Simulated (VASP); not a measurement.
Ge:

```xyz
2
Lattice="-2.5745 2.5745 1.3974 2.5745 -2.5745 1.3974 2.5745 2.5745 -1.3974" Properties=species:S:1:pos:R:3 pbc="T T T"
Ge    2.5745    0.0000    0.6987
Ge    0.0000    0.0000    1.3974
```

```yaml
Program: VASP 6.6.1
Task: relaxation of cell and atoms
Functional: LDA
Potentials_or_basis: VASP PAW LDA potentials, release 64 (Ge_d)
Cutoff: 600 eV
k_mesh: 13 × 13 × 13
Occupations: fermi-dirac, width 0.1 eV
Spin: no spin polarisation
```

At the start: pressure -2.6 GPa; volume 18.52 Å³/atom.

Question: Where does the relaxation end?

Answer: Over 11 steps the energy falls by 5.5 meV/atom and the volume is 17.95 Å³/atom (-3.1 %); space group I4_1/amd (No. 141, to 0.1 Å) before and after.

The path:
```csv
step,energy change (eV),largest force (eV/Å),pressure (GPa),volume (Å³)
1,0.0000,0.0000,-2.57,37.05
2,-0.0093,0.0000,0.66,35.48
3,-0.0103,0.0000,0.15,35.82
4,-0.0103,0.0000,0.06,35.84
5,-0.0108,0.0000,0.07,35.87
6,-0.0109,0.0000,0.17,35.88
7,-0.0108,0.0000,0.01,35.91
8,-0.0110,0.0000,-0.17,35.89
9,-0.0110,0.0000,0.05,35.89
10,-0.0110,0.0000,0.04,35.89
11,-0.0110,0.0000,0.04,35.89
```

Final structure:
```cif
data_structure
_symmetry_space_group_name_H-M 'P 1'
_symmetry_Int_Tables_number 1
_cell_length_a 3.8463
_cell_length_b 3.8463
_cell_length_c 3.8463
_cell_angle_alpha 97.586
_cell_angle_beta 97.586
_cell_angle_gamma 137.388
_cell_volume 35.89
loop_
_atom_site_label
_atom_site_type_symbol
_atom_site_fract_x
_atom_site_fract_y
_atom_site_fract_z
_atom_site_occupancy
Ge1 Ge 0.25000 0.75000 0.50000 1
Ge2 Ge 0.50000 0.50000 0.00000 1
```
